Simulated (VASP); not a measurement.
Input of a VASP 6.6.1 run:

INCAR

```
SYSTEM = Rh
PREC = Accurate
ENCUT = 600
EDIFF = 1E-7
ISMEAR = 0
SIGMA = 0.05
LREAL = .False.
LASPH = .True.
NELM = 80
ALGO = Normal
ISIF = 3
LWAVE = .False.
LCHARG = .False.
GGA = PS
IBRION = 2
NSW = 60
EDIFFG = -0.03
```

The input KPOINTS:

```
regular mesh
0
Gamma
  19 19 10
  0 0 0
```

POSCAR

```
Rh
1.0
    2.6800000000      0.0000000000      0.0000000000
   -1.3400000000      2.3209480821      0.0000000000
    0.0000000000      0.0000000000      4.3764400000
Rh
2
Direct
    0.3333333333      0.6666666667      0.2500000000
    0.6666666667      0.3333333333      0.7500000000
```

Potentials or basis: VASP PAW PBE potentials, release 64 (Rh_pv).

Command:

```bash
$ cat potpaw_PBE.64/Rh_pv/POTCAR > POTCAR
$ mpirun -np 1 vasp_std > vasp.out
```

(1) What does it give for the band gap on the k mesh?

(2) Estimate the relaxed volume.

(3) Estimate the space group after relaxing (to 0.05 Å).

(4) What does it give for the relaxed cell?

Results:

(1) zero (band 15 reaches 12.79 eV, above the bottom of band 16 at 10.34 eV).

(2) 13.54 Å³/atom.

(3) P6_3/mmc (No. 194).

(4) a = 2.686 Å, b = 2.686 Å, c = 4.336 Å, α = 90.00°, β = 90.00°, γ = 120.00°.

Caveat: the PAW data sets were made with another functional, which shifts forces and pressure a little.
